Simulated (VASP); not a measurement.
# K2S (Fm-3m) in VASP: electric field gradients with PBEsol

Aim: the electric field gradients of K2S with PBEsol.

Everything below comes from runs of VASP 6.6.1. Logs are shortened: lines on timing, memory, paths and dates and some standing lists are left out, and cuts for length are marked.

### Step 1. The cell of the first run

Symmetry: Fm-3m, No. 225, cubic system. The conventional cell has a = 5.446 Å, b = 5.446 Å, c = 5.446 Å, α = 90.00°, β = 90.00°, γ = 90.00°. Within 3.1 Å of K (site symmetry -43m) lie 4 S at 2.36 Å and 6 K at 2.72 Å. S (site symmetry m-3m) has 8 K at 2.36 Å within 3.1 Å.

### Step 2. Electric field gradients, PBEsol (13.46 Å³/atom)

INCAR reads:

```
SYSTEM = K2S
PREC = Accurate
ENCUT = 400
EDIFF = 1E-8
ISMEAR = -1
SIGMA = 0.03
LREAL = .FALSE.
LASPH = .TRUE.
NELM = 120
ALGO = Normal
ISIF = 2
LWAVE = .FALSE.
LCHARG = .FALSE.
GGA = PS
LEFG = .TRUE.
NBANDS = 19
GGA_COMPAT = .FALSE.
```

KPOINTS reads:

```
regular mesh
0
G
  7 7 7
  0 0 0
```

POSCAR reads:

```
K2S
1.0
    0.0000000000      2.7228676806      2.7228676806
    2.7228676806      0.0000000000      2.7228676806
    2.7228676806      2.7228676806      0.0000000000
K S
2 1
Direct
    0.2500000000      0.2500000000      0.2500000000
    0.7500000000      0.7500000000      0.7500000000
    0.0000000000      0.0000000000      0.0000000000
```

Potentials or basis: VASP PAW PBE potentials, release 64 (K_sv, S).

Command:

```console
$ cat potpaw_PBE.64/K_sv/POTCAR potpaw_PBE.64/S/POTCAR > POTCAR
$ mpirun -np 1 vasp_std > vasp.out
```

OUTCAR:

```text
SYSTEM = K2S
   PREC = Accurate
   ENCUT = 400
   EDIFF = 1E-8
   ISMEAR = -1
   LREAL = .FALSE.
   LASPH = .TRUE.
   NELM = 120
   ISIF = 2
   GGA = PS

 ion  position               nearest neighbor table
   1  0.250  0.250  0.250-   3 2.36   3 2.36   3 2.36   3 2.36   2 2.72   2 2.72   2 2.72   2 2.72
                             2 2.72   2 2.72
   2  0.750  0.750  0.750-   3 2.36   3 2.36   3 2.36   3 2.36   1 2.72   1 2.72   1 2.72   1 2.72
                             1 2.72   1 2.72
   3  0.000  0.000  0.000-   2 2.36   2 2.36   2 2.36   1 2.36   2 2.36   1 2.36   1 2.36   1 2.36

  LATTYP: Found a face centered cubic cell.
 ALAT       =     5.4457353612

  Lattice vectors:

 A1 = (   0.0000000000,   2.7228676806,   2.7228676806)
 A2 = (   2.7228676806,   0.0000000000,   2.7228676806)
 A3 = (   2.7228676806,   2.7228676806,   0.0000000000)

Analysis of symmetry for initial positions (statically):
=====================================================================
 Subroutine PRICEL returns:
 Original cell was already a primitive cell.

 Routine SETGRP: Setting up the symmetry group for a
 face centered cubic supercell.

 Subroutine GETGRP returns: Found 48 space group operations
 (whereof 48 operations were pure point group operations)
 out of a pool of 48 trial point group operations.

The static configuration has the point symmetry O_h .

Analysis of symmetry for dynamics (positions and initial velocities):
=====================================================================
 Subroutine PRICEL returns:
 Original cell was already a primitive cell.

 Routine SETGRP: Setting up the symmetry group for a
 face centered cubic supercell.

 Subroutine GETGRP returns: Found 48 space group operations
 (whereof 48 operations were pure point group operations)
 out of a pool of 48 trial point group operations.

The dynamic configuration has the point symmetry O_h .

 Subroutine INISYM returns: Found 48 space group operations
 (whereof 48 operations are pure point group operations),
 and found     1 'primitive' translations

----------------------------------------------------------------------------------------

                                     Primitive cell

  volume of cell :      40.3747

  direct lattice vectors                    reciprocal lattice vectors
     0.000000000  2.722867681  2.722867681    -0.183629929  0.183629929  0.183629929
     2.722867681  0.000000000  2.722867681     0.183629929 -0.183629929  0.183629929
     2.722867681  2.722867681  0.000000000     0.183629929  0.183629929 -0.183629929

  length of vectors
     3.850716402  3.850716402  3.850716402     0.318056368  0.318056368  0.318056368

  position of ions in fractional coordinates (direct lattice)
     0.250000000  0.250000000  0.250000000
     0.750000000  0.750000000  0.750000000
     0.000000000  0.000000000  0.000000000

  ion indices of the primitive-cell ions
   primitive index   ion index
                 1           1
                 2           2
                 3           3

----------------------------------------------------------------------------------------

 KPOINTS: regular mesh

Automatic generation of k-mesh.
 Grid dimensions read from file:
 generate k-points for:    7    7    7

 Generating k-lattice:

  Cartesian coordinates                     Fractional coordinates (reciprocal lattice)
    -0.026232847  0.026232847  0.026232847     0.142857143  0.000000000  0.000000000
     0.026232847 -0.026232847  0.026232847     0.000000000  0.142857143  0.000000000
     0.026232847  0.026232847 -0.026232847     0.000000000  0.000000000  0.142857143

  Length of vectors
     0.045436624  0.045436624  0.045436624

  Shift w.r.t. Gamma in fractional coordinates (k-lattice)
     0.000000000  0.000000000  0.000000000

 Subroutine IBZKPT returns following result:
 ===========================================

 Found     20 irreducible k-points:

 Following reciprocal coordinates:
            Coordinates               Weight
  0.000000  0.000000  0.000000      1.000000
  0.142857  0.000000  0.000000      8.000000
  0.285714  0.000000  0.000000      8.000000
  0.428571  0.000000  0.000000      8.000000
  0.142857  0.142857  0.000000      6.000000
  0.285714  0.142857  0.000000     24.000000
[... 12 lines left out ...]
 -0.428571  0.428571  0.142857     24.000000
 -0.285714  0.428571  0.142857     24.000000
   k-points           NKPTS =     20   k-points in BZ     NKDIM =     20   number of bands    NBANDS=     19
   number of dos      NEDOS =    301   number of ions     NIONS =      3
   total plane-waves  NPLWV =  21952
   dimension x,y,z NGX =    28 NGY =   28 NGZ =   28
   dimension x,y,z NGXF=    56 NGYF=   56 NGZF=   56
   ions per type =               2   1
   NGX,Y,Z   is equivalent  to a cutoff of  12.09, 12.09, 12.09 a.u.
   NGXF,Y,Z  is equivalent  to a cutoff of  24.18, 24.18, 24.18 a.u.
 SYSTEM =  K2S
   PREC   = accura    normal or accurate (medium, high low for compatibility)
   ISTART =      0    job   : 0-new  1-cont  2-samecut
   ICHARG =      2    charge: 1-file 2-atom 10-const
   ISPIN  =      1    spin polarized calculation?
   LNONCOLLINEAR =      F non collinear calculations
   LSORBIT =      F    spin-orbit coupling
   LASPH  =      T    aspherical Exc in radial PAW
   ENCUT  =  400.0 eV  29.40 Ry    5.42 a.u.   6.28  6.28  6.28*2*pi/ulx,y,z
   NELM   =    120;   NELMIN=  2; NELMDL= -5     # of ELM steps
   EDIFF  = 0.1E-07   stopping-criterion for ELM
   LREAL  =      F    real-space projection
   EDIFFG = 0.1E-06   stopping-criterion for IOM
   NSW    =      0    number of steps for IOM
   IBRION =     -1    ionic relax: 0-MD 1-quasi-New 2-CG
   NFREE  =      0    steps in history (QN), initial steepest desc. (CG)
   ISIF   =      2    stress and relaxation
   ISYM   =      2    0-nonsym 1-usesym 2-fastsym
   POTIM  = 0.5000    time-step for ionic-motion
   TEBEG  =    0.0;   TEEND  =   0.0 temperature during run
   PSTRESS=    0.0 pullay stress
   NELECT =      24.0000    total number of electrons
   NUPDOWN=      -1.0000    fix difference up-down
   EMIN   =  10.00;   EMAX   =-10.00  energy-range for DOS
   EFERMI =   0.00;   METHOD = LEGACY
   ISMEAR =    -1;   SIGMA  =   0.03  broadening in eV -4-tet -1-fermi 0-gaus
   EFERMI_NEDOS =   21; number of points for ismear=-14 and -15
   IALGO  =     38    algorithm
   IMIX   =      4    mixing-type and parameters
     AMIX     =   0.40;   BMIX     =  1.00
     AMIX_MAG =   1.60;   BMIX_MAG =  1.00
  volume/ion in A,a.u.               =      13.46        90.82
  Fermi-wavevector in a.u.,A,eV,Ry     =   1.376497  2.601203 25.779570  1.894745
  Thomas-Fermi vector in A             =   2.501737
   LORBIT       =      0    0 simple, 1 ext, 2 COOP (PROOUT), +10 PAW based schemes
   GGA     = PS    functional components
   LHFCALC =     F    Hartree Fock is set to
   AEXX    =    0.0000 exact exchange contribution
   IVDW    =     0    specifies the selected vdW correction
   LEPSILON=     F    determine dielectric tensor
   LRPA    =     F    only Hartree local field effects (RPA)
 non-spin polarized calculation
  energy-cutoff  :      400.00
  volume of cell :       40.37
 maximum number of plane-waves:       748
 NGX is ok and might be reduce to    28
   NGX = 13   NGY = 13   NGZ = 13

 number of electron      23.9999995 magnetization

 Free energy of the ion-electron system (eV)
  ---------------------------------------------------
  ext. energy  EPLUGINS =         0.00000000
  ---------------------------------------------------
  free energy    TOTEN  =         0.29055162 eV

  energy without entropy =        0.29055162  energy(sigma->0) =        0.29055162

 E-fermi :   6.8240     XC(G=0): -11.7750

 val. band max:        6.0770157515   @ k =   0.4286   0.4286   0.0000
 cond. band min:       8.2831646859   @ k =  -0.2857   0.2857   0.0000
 fundamental gap:      2.2061489344
 Fermi energy:         6.8239547438

 k-point     1 :       0.0000    0.0000    0.0000
  band No.  band energies     occupation
      1     -24.4630      2.00000
      2     -22.4238      2.00000
      3      -8.1906      2.00000
      4      -8.1906      2.00000
      5      -8.1906      2.00000
      6      -6.2409      2.00000
[... 11 lines left out ...]
     18      17.0409      0.00000
     19      17.8958      0.00000
[... 401 lines left out ...]
      3     -10.9406      2.00000
      4      -9.4326      2.00000
      5      -8.0648      2.00000
      6      -7.2133      2.00000
[... 11 lines left out ...]
     18      14.9185      0.00000
     19      15.0413      0.00000

------------------------ aborting loop because EDIFF is reached ----------------------------------------

  FORCE on cell =-STRESS in cart. coord.  units (eV):
  Direction    XX          YY          ZZ          XY          YZ          ZX
  --------------------------------------------------------------------------------------
  -------------------------------------------------------------------------------------
  Total       29.6045652     29.6045652     29.6045652      0.0000000      0.0000000      0.0000000
  in kB     1174.7884339   1174.7884339   1174.7884339      0.0000000      0.0000000      0.0000000
  external PRESSURE =    1174.7884339 kB  Pullay stress =       0.0000000 kB

 VOLUME and BASIS-vectors are now :
 -----------------------------------------------------------------------------
  energy-cutoff  :      400.00
  volume of cell :       40.37
      direct lattice vectors                 reciprocal lattice vectors
     0.000000000  2.722867681  2.722867681    -0.183629929  0.183629929  0.183629929
     2.722867681  0.000000000  2.722867681     0.183629929 -0.183629929  0.183629929
     2.722867681  2.722867681  0.000000000     0.183629929  0.183629929 -0.183629929

 POSITION                                       TOTAL-FORCE (eV/Angst)
 -----------------------------------------------------------------------------------
      1.36143      1.36143      1.36143        -0.000000     -0.000000     -0.000000
      4.08430      4.08430      4.08430         0.000000      0.000000      0.000000
      0.00000      0.00000      0.00000        -0.000000      0.000000     -0.000000
 -----------------------------------------------------------------------------------
    total drift:                                0.000000      0.000000      0.000000

  FREE ENERGIE OF THE ION-ELECTRON SYSTEM (eV)
  ---------------------------------------------------
  free  energy   TOTEN  =         0.2905516201 eV

  energy  without entropy=        0.2905516201  energy(sigma->0) =        0.29055162

 Electric field gradients (V/A^2)
---------------------------------------------------------------------
 ion       V_xx      V_yy      V_zz      V_xy      V_xz      V_yz
---------------------------------------------------------------------
   1      -0.000     0.000    -0.000    -0.000    -0.000    -0.000
   2      -0.000     0.000    -0.000    -0.000    -0.000    -0.000
   3       0.000    -0.000     0.000     0.000     0.000     0.000
---------------------------------------------------------------------

 Electric field gradients after diagonalization (V/A^2)
 (convention: |V_zz| > |V_xx| > |V_yy|)
----------------------------------------------------------------------
 ion       V_xx      V_yy      V_zz     asymmetry (V_yy - V_xx)/ V_zz
----------------------------------------------------------------------
   1       0.000     0.000    -0.000       0.000
   2       0.000     0.000    -0.000       0.000
   3      -0.000    -0.000     0.000       0.000
----------------------------------------------------------------------

           NMR quadrupolar parameters

 Cq : quadrupolar parameter    Cq=e*Q*V_zz/h
 eta: asymmetry parameters     (V_yy - V_xx)/ V_zz
 Q  : nuclear electric quadrupole moment in mb (millibarn)
----------------------------------------------------------------------
 ion       Cq(MHz)       eta       Q (mb)
----------------------------------------------------------------------
   1      -0.000       0.000       1.000
   2      -0.000       0.000       1.000
   3       0.000       0.000       1.000
----------------------------------------------------------------------
```

Wall time 30 s (1 thread of Intel Xeon 8259CL, shared host); peak memory 0.15 GiB.

What came out:

| Property | Result |
| --- | --- |
| Free energy | 0.2906 eV |
| Pressure | 117.5 GPa |
| Band gap on the k mesh | 2.21 eV (least direct gap 2.23 eV) |
| Largest electric field gradient by atom | zero within the noise of the run |

Caveat: the cell stands under pressure; the PAW data sets were made with another functional, which shifts forces and pressure a little; an odd mesh through Γ misses points on the zone boundary, where band edges can lie.
